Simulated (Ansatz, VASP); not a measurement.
# TaF4: VASP beside Ansatz

```
Ta F
1.0
     3.91471    0.00000    0.00000
     0.00000    3.91471    0.00000
     0.00000    0.00000    3.91471
Ta F
1 4
Direct
  0.00000 0.00000 0.00000
  0.50000 0.50000 0.50000
  0.00000 0.50000 0.50000
  0.50000 0.00000 0.50000
  0.50000 0.50000 0.00000
```

Alike in both runs: functional PBE; k mesh 3 × 3 × 3; occupations gaussian, width 0.15 eV; no spin polarisation.

Ansatz relaxed the structure, and its values are those at the end. VASP's run is a single point on that final structure, the one shown.

|  | VASP | Ansatz |
| --- | --- | --- |
| version | VASP 6.6.1 | Ansatz 0.2.0 |
| potentials or method | VASP PAW PBE potentials, release 64 (Ta_sv_GW, F), cutoff 700 eV | scalar-relativistic, plane waves, PAW |
| valence electrons in the cell | 41 | 41 |

Ansatz gave:

| Quantity | Value |
| --- | --- |
| pressure (GPa) | -0.7 |

Question: What did VASP give for the same quantities?

Answer: Pressure (GPa): -1.4.

The k mesh is coarse, so the values compare programs but aren't converged. Neither program's run includes spin-orbit coupling.
